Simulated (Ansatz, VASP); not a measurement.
## Two plane-wave programs on KI

POSCAR

```
KI
1.0
    0.0000000000      3.5442832400      3.5442832400
    3.4964354162      0.0000000000      3.5442832400
    3.4964354162      3.5442832400      0.0000000000
K I
1 1
Direct
    0.0000000000      0.0000000000      0.0000000000
    0.5000000000      0.5000000000      0.5000000000
```

The input INCAR.step1:

```
SYSTEM = KI
ALGO = Normal ; EDIFF = 1E-5
ENCUT = 520 ; GGA = PE
ISIF = 2 ; ISMEAR = 0
LASPH = .TRUE. ; LCHARG = .FALSE.
LREAL = .FALSE. ; LWAVE = .TRUE.
NBANDS = 15 ; NELM = 60
PREC = Accurate ; SIGMA = 0.01
```

Contents of INCAR.step2:

```
SYSTEM = KI
ALGO = Normal ; EDIFF = 1E-6
ENCUT = 520 ; GGA = PE
HFSCREEN = 0.2079 ; ISIF = 2
ISMEAR = 0 ; ISTART = 1
LASPH = .TRUE. ; LCHARG = .FALSE.
LHFCALC = .TRUE. ; LREAL = .FALSE.
LWAVE = .FALSE. ; NBANDS = 15
NELM = 60 ; PREC = Accurate
PRECFOCK = Normal ; SIGMA = 0.01
```

The input KPOINTS:

```
k-points
0
G
  4 4 4
  0 0 0
```

Input for Ansatz:

```yaml
crystal:
  lattice:
    - [0.0, 3.54428324, 3.54428324]
    - [3.4964354162, 0.0, 3.54428324]
    - [3.4964354162, 3.54428324, 0.0]
  atoms:
    - { symbol: K, position: [0.0, 0.0, 0.0] }
    - { symbol: I, position: [0.5, 0.5, 0.5] }
kpoints:
  mp_grid: { grid: [4, 4, 4] }
  band_path:
    path:
      - [0.0, 0.0, 0.0]
      - [0.5, 0.0, 0.5]
      - [0.625, 0.25, 0.625]
      - [0.375, 0.375, 0.75]
      - [0.5, 0.5, 0.5]
      - [0.5, 0.25, 0.75]
    npoints: 1
hamiltonian:
  xc: hse06
scf:
  occupations: { method: fixed }
  n_extra_bands: 4
output:
  forces: true
  stress: true
  eigenvalues: true
  write_density: true
  write_potential: true
  elf: true
  volumetric_format: npy
```

Change from the starting cell: uniaxial_x strain -1.4%.

Alike in both runs: task single point; functional HSE06; k mesh 4 × 4 × 4; no spin polarisation.

|  | VASP | Ansatz |
| --- | --- | --- |
| version | VASP 6.6.1 | Ansatz 0.2.0 |
| potentials or method | VASP PAW PBE potentials, release 64 (K_sv, I) | plane waves, PAW |
| plane-wave cutoff (eV) | 520 | 420 |
| occupations | gaussian, width 0.01 eV | fixed |
| valence electrons in the cell | 16 | 26 |

VASP gave:

```
gap on the k mesh at the Fermi level (eV)                     : 4.96
pressure (GPa)                                                : 0.5
traceless stress, the component that is largest in VASP (GPa) : 0.25
```

**Question.** What did Ansatz give for the same quantities?

**Answer.** gap on the k mesh at the Fermi level (eV): 4.97; pressure (GPa): 0.5; traceless stress, the component that is largest in VASP (GPa): 0.25.

VASP's potentials hold 16 valence electrons a cell and Ansatz's 26, so a difference there can come from the potentials and not from the codes. Ansatz's warnings: stress exchange threshold loose, stress scf threshold loose.

Neither program's run includes spin-orbit coupling.
